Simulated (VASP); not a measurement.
# AgCl in VASP: notebook

AgCl is run at these levels: PBE, r2SCAN; tasks: single point.

Everything below comes from runs of VASP 6.6.1. Logs are shortened: lines on timing, memory, paths and dates and some standing lists are left out, and cuts for length are marked.

## (1) The cell of the first run

The structure is cubic, space group Fm-3m (No. 225). Conventional cell: a = 5.282 Å, b = 5.282 Å, c = 5.282 Å, α = 90.00°, β = 90.00°, γ = 90.00°. Ag (site symmetry m-3m) has 6 Cl at 2.64 Å within 3.5 Å. Cl (site symmetry m-3m) has 6 Ag at 2.64 Å within 3.5 Å.

## (2) Single point, PBE (strain -4.8%)

The input, INCAR:

```
SYSTEM = AgCl
PREC = Accurate
ENCUT = 520
EDIFF = 1E-6
ISMEAR = -1
SIGMA = 0.02
LREAL = .FALSE.
LASPH = .TRUE.
NELM = 100
ALGO = Normal
ISIF = 2
LWAVE = .FALSE.
LCHARG = .FALSE.
GGA = PE
NBANDS = 16
```

The input, KPOINTS:

```
Automatic mesh
0
G
  8 8 8
  0 0 0
```

The input, POSCAR:

```
AgCl
1.0
    0.0000000000      2.6409029448      2.6409029448
    2.6409029448      0.0000000000      2.6409029448
    2.6409029448      2.6409029448      0.0000000000
Ag Cl
1 1
Direct
    0.0000000000      0.0000000000      0.0000000000
    0.5000000000      0.5000000000      0.5000000000
```

Potentials or basis: VASP PAW PBE potentials, release 64 (Ag, Cl).

Started as:

```console
> cat potpaw_PBE.64/Ag/POTCAR potpaw_PBE.64/Cl/POTCAR > POTCAR
> mpirun -np 1 vasp_std > vasp.out
```

OUTCAR:

```text
SYSTEM = AgCl
   PREC = Accurate
   ENCUT = 520
   EDIFF = 1E-6
   ISMEAR = -1
   LREAL = .FALSE.
   LASPH = .TRUE.
   NELM = 100
   ISIF = 2
   GGA = PE

 ion  position               nearest neighbor table
   1  0.000  0.000  0.000-   2 2.64   2 2.64   2 2.64   2 2.64   2 2.64   2 2.64
   2  0.500  0.500  0.500-   1 2.64   1 2.64   1 2.64   1 2.64   1 2.64   1 2.64

  LATTYP: Found a face centered cubic cell.
 ALAT       =     5.2818058896

  Lattice vectors:

 A1 = (   0.0000000000,   2.6409029448,   2.6409029448)
 A2 = (   2.6409029448,   0.0000000000,   2.6409029448)
 A3 = (   2.6409029448,   2.6409029448,   0.0000000000)

Analysis of symmetry for initial positions (statically):
=====================================================================
 Subroutine PRICEL returns:
 Original cell was already a primitive cell.

 Routine SETGRP: Setting up the symmetry group for a
 face centered cubic supercell.

 Subroutine GETGRP returns: Found 48 space group operations
 (whereof 48 operations were pure point group operations)
 out of a pool of 48 trial point group operations.

The static configuration has the point symmetry O_h .

Analysis of symmetry for dynamics (positions and initial velocities):
=====================================================================
 Subroutine PRICEL returns:
 Original cell was already a primitive cell.

 Routine SETGRP: Setting up the symmetry group for a
 face centered cubic supercell.

 Subroutine GETGRP returns: Found 48 space group operations
 (whereof 48 operations were pure point group operations)
 out of a pool of 48 trial point group operations.

The dynamic configuration has the point symmetry O_h .

 Subroutine INISYM returns: Found 48 space group operations
 (whereof 48 operations are pure point group operations),
 and found     1 'primitive' translations

----------------------------------------------------------------------------------------

                                     Primitive cell

  volume of cell :      36.8373

  direct lattice vectors                    reciprocal lattice vectors
     0.000000000  2.640902945  2.640902945    -0.189329184  0.189329184  0.189329184
     2.640902945  0.000000000  2.640902945     0.189329184 -0.189329184  0.189329184
     2.640902945  2.640902945  0.000000000     0.189329184  0.189329184 -0.189329184

  length of vectors
     3.734800761  3.734800761  3.734800761     0.327927766  0.327927766  0.327927766

  position of ions in fractional coordinates (direct lattice)
     0.000000000  0.000000000  0.000000000
     0.500000000  0.500000000  0.500000000

  ion indices of the primitive-cell ions
   primitive index   ion index
                 1           1
                 2           2

----------------------------------------------------------------------------------------

 KPOINTS: Automatic mesh

Automatic generation of k-mesh.
 Grid dimensions read from file:
 generate k-points for:    8    8    8

 Generating k-lattice:

  Cartesian coordinates                     Fractional coordinates (reciprocal lattice)
    -0.023666148  0.023666148  0.023666148     0.125000000  0.000000000  0.000000000
     0.023666148 -0.023666148  0.023666148     0.000000000  0.125000000  0.000000000
     0.023666148  0.023666148 -0.023666148     0.000000000  0.000000000  0.125000000

  Length of vectors
     0.040990971  0.040990971  0.040990971

  Shift w.r.t. Gamma in fractional coordinates (k-lattice)
     0.000000000  0.000000000  0.000000000

 Subroutine IBZKPT returns following result:
 ===========================================

 Found     29 irreducible k-points:

 Following reciprocal coordinates:
            Coordinates               Weight
  0.000000  0.000000  0.000000      1.000000
  0.125000  0.000000  0.000000      8.000000
  0.250000  0.000000  0.000000      8.000000
  0.375000  0.000000  0.000000      8.000000
  0.500000  0.000000  0.000000      4.000000
  0.125000  0.125000  0.000000      6.000000
[... 16 lines left out ...]
  0.500000  0.250000  0.125000     48.000000
 -0.375000  0.250000  0.125000     24.000000
 [... further k-points ...]
   k-points           NKPTS =     29   k-points in BZ     NKDIM =     29   number of bands    NBANDS=     16
   number of dos      NEDOS =    301   number of ions     NIONS =      2
   total plane-waves  NPLWV =  21952
   dimension x,y,z NGX =    28 NGY =   28 NGZ =   28
   dimension x,y,z NGXF=    56 NGYF=   56 NGZF=   56
   ions per type =               1   1
   NGX,Y,Z   is equivalent  to a cutoff of  12.46, 12.46, 12.46 a.u.
   NGXF,Y,Z  is equivalent  to a cutoff of  24.93, 24.93, 24.93 a.u.
 SYSTEM =  AgCl
   PREC   = accura    normal or accurate (medium, high low for compatibility)
   ISTART =      0    job   : 0-new  1-cont  2-samecut
   ICHARG =      2    charge: 1-file 2-atom 10-const
   ISPIN  =      1    spin polarized calculation?
   LNONCOLLINEAR =      F non collinear calculations
   LSORBIT =      F    spin-orbit coupling
   LASPH  =      T    aspherical Exc in radial PAW
   ENCUT  =  520.0 eV  38.22 Ry    6.18 a.u.   6.94  6.94  6.94*2*pi/ulx,y,z
   NELM   =    100;   NELMIN=  2; NELMDL= -5     # of ELM steps
   EDIFF  = 0.1E-05   stopping-criterion for ELM
   LREAL  =      F    real-space projection
   EDIFFG = 0.1E-04   stopping-criterion for IOM
   NSW    =      0    number of steps for IOM
   IBRION =     -1    ionic relax: 0-MD 1-quasi-New 2-CG
   NFREE  =      0    steps in history (QN), initial steepest desc. (CG)
   ISIF   =      2    stress and relaxation
   ISYM   =      2    0-nonsym 1-usesym 2-fastsym
   POTIM  = 0.5000    time-step for ionic-motion
   TEBEG  =    0.0;   TEEND  =   0.0 temperature during run
   PSTRESS=    0.0 pullay stress
   NELECT =      18.0000    total number of electrons
   NUPDOWN=      -1.0000    fix difference up-down
   EMIN   =  10.00;   EMAX   =-10.00  energy-range for DOS
   EFERMI =   0.00;   METHOD = LEGACY
   ISMEAR =    -1;   SIGMA  =   0.02  broadening in eV -4-tet -1-fermi 0-gaus
   EFERMI_NEDOS =   21; number of points for ismear=-14 and -15
   IALGO  =     38    algorithm
   IMIX   =      4    mixing-type and parameters
     AMIX     =   0.40;   BMIX     =  1.00
     AMIX_MAG =   1.60;   BMIX_MAG =  1.00
  volume/ion in A,a.u.               =      18.42       124.30
  Fermi-wavevector in a.u.,A,eV,Ry     =   1.289446  2.436700 22.622019  1.662672
  Thomas-Fermi vector in A             =   2.421339
   LORBIT       =      0    0 simple, 1 ext, 2 COOP (PROOUT), +10 PAW based schemes
   GGA     = PE    functional components
   LHFCALC =     F    Hartree Fock is set to
   AEXX    =    0.0000 exact exchange contribution
   IVDW    =     0    specifies the selected vdW correction
   LEPSILON=     F    determine dielectric tensor
   LRPA    =     F    only Hartree local field effects (RPA)
 non-spin polarized calculation
  energy-cutoff  :      520.00
  volume of cell :       36.84
 maximum number of plane-waves:      1002
   NGX = 13   NGY = 13   NGZ = 13

 number of electron      17.9999993 magnetization

 Free energy of the ion-electron system (eV)
  ---------------------------------------------------
  ext. energy  EPLUGINS =         0.00000000
  ---------------------------------------------------
  free energy    TOTEN  =        -5.17180814 eV

  energy without entropy =       -5.17180814  energy(sigma->0) =       -5.17180814

 E-fermi :   6.2415     XC(G=0): -10.7528

 val. band max:        5.8354571445   @ k =   0.5000   0.0000   0.0000
 cond. band min:       6.7604542997   @ k =   0.0000   0.0000   0.0000
 fundamental gap:      0.9249971552
 Fermi energy:         6.2414516907

 k-point     1 :       0.0000    0.0000    0.0000
  band No.  band energies     occupation
      1     -10.3982      2.00000
      2       2.7008      2.00000
      3       2.7008      2.00000
      4       2.7008      2.00000
      5       2.7519      2.00000
      6       2.7519      2.00000
[... 8 lines left out ...]
     15      19.9676      0.00000
     16      19.9676      0.00000

 k-point     2 :       0.1250    0.0000    0.0000
  band No.  band energies     occupation
      1     -10.3101      2.00000
      2       1.8434      2.00000
      3       1.9096      2.00000
      4       1.9096      2.00000
      5       2.7775      2.00000
      6       2.7775      2.00000
[... 8 lines left out ...]
     15      18.1776      0.00000
     16      18.8138      0.00000

 k-point     3 :       0.2500    0.0000    0.0000
  band No.  band energies     occupation
      1     -10.0848      2.00000
      2       0.5955      2.00000
      3       1.2102      2.00000
      4       1.2102      2.00000
      5       2.9569      2.00000
      6       2.9569      2.00000
[... 8 lines left out ...]
     15      18.1710      0.00000
     16      18.9265      0.00000

 k-point     4 :       0.3750    0.0000    0.0000
  band No.  band energies     occupation
      1      -9.8386      2.00000
      2      -0.3666      2.00000
      3       0.7676      2.00000
      4       0.7676      2.00000
      5       3.1465      2.00000
      6       3.1465      2.00000
[... 8 lines left out ...]
     15      18.9466      0.00000
     16      19.2732      0.00000
[... 324 lines left out ...]
 k-point    22 :       0.3750    0.2500    0.1250
  band No.  band energies     occupation
      1      -9.9494      2.00000
      2       0.1266      2.00000
      3       1.1160      2.00000
      4       1.5105      2.00000
      5       2.8291      2.00000
      6       3.1191      2.00000
[... 8 lines left out ...]
     15      20.1790      0.00000
     16      21.9443      0.00000

 k-point    23 :       0.5000    0.2500    0.1250
  band No.  band energies     occupation
      1      -9.7758      2.00000
      2      -0.1452      2.00000
      3       0.7565      2.00000
      4       1.0321      2.00000
      5       3.0037      2.00000
      6       3.2395      2.00000
[... 8 lines left out ...]
     15      20.3964      0.00000
     16      21.6916      0.00000

 k-point    24 :      -0.3750    0.2500    0.1250
  band No.  band energies     occupation
      1      -9.7010      2.00000
      2      -0.2338      2.00000
      3       0.6738      2.00000
      4       0.7544      2.00000
      5       3.1388      2.00000
      6       3.2259      2.00000
[... 8 lines left out ...]
     15      19.7423      0.00000
     16      21.2741      0.00000

 [... further k-points ...]
[... 5 lines left out ...]
  --------------------------------------------------------------------------------------
  -------------------------------------------------------------------------------------
  Total        2.7776052      2.7776052      2.7776052      0.0000000      0.0000000      0.0000000
  in kB      120.8074676    120.8074676    120.8074676      0.0000000      0.0000000      0.0000000
  external PRESSURE =     120.8074676 kB  Pullay stress =       0.0000000 kB

 VOLUME and BASIS-vectors are now :
 -----------------------------------------------------------------------------
  energy-cutoff  :      520.00
  volume of cell :       36.84
      direct lattice vectors                 reciprocal lattice vectors
     0.000000000  2.640902945  2.640902945    -0.189329184  0.189329184  0.189329184
     2.640902945  0.000000000  2.640902945     0.189329184 -0.189329184  0.189329184
     2.640902945  2.640902945  0.000000000     0.189329184  0.189329184 -0.189329184

 POSITION                                       TOTAL-FORCE (eV/Angst)
 -----------------------------------------------------------------------------------
      0.00000      0.00000      0.00000        -0.000000     -0.000000     -0.000000
      2.64090      2.64090      2.64090         0.000000      0.000000      0.000000
 -----------------------------------------------------------------------------------
    total drift:                                0.000000      0.000000      0.000000

  FREE ENERGIE OF THE ION-ELECTRON SYSTEM (eV)
  ---------------------------------------------------
  free  energy   TOTEN  =        -5.1718081432 eV

  energy  without entropy=       -5.1718081431  energy(sigma->0) =       -5.17180814
```

Wall time 11 s (1 thread of Intel Xeon Platinum 8375C at 2.90GHz (Ice Lake), shared host); peak memory 0.16 GiB.

What came out:

| Item | Value |
| --- | --- |
| Free energy | -5.1718 eV |
| Pressure | 12.1 GPa |
| Band gap on the k mesh | 0.93 eV, indirect (least direct gap 3.75 eV) |

Levels at points of the mesh, in eV from the valence-band top:
```tsv
k point	band 7	band 8	band 9	band 10	band 11	band 12
(0.00, 0.00, 0.00)	-2.97	-2.97	-2.97	0.93	10.78	10.78
(0.50, 0.00, 0.00)	-2.21	0.00	0.00	3.79	7.35	7.35
(0.50, 0.50, 0.00)	-2.44	-2.44	-2.23	2.11	7.80	9.14
```

Caveat: the cell differs from its parent crystal (strain -4.8%). A k mesh can miss the band edges.

(Part 1 of 2 ends here.)
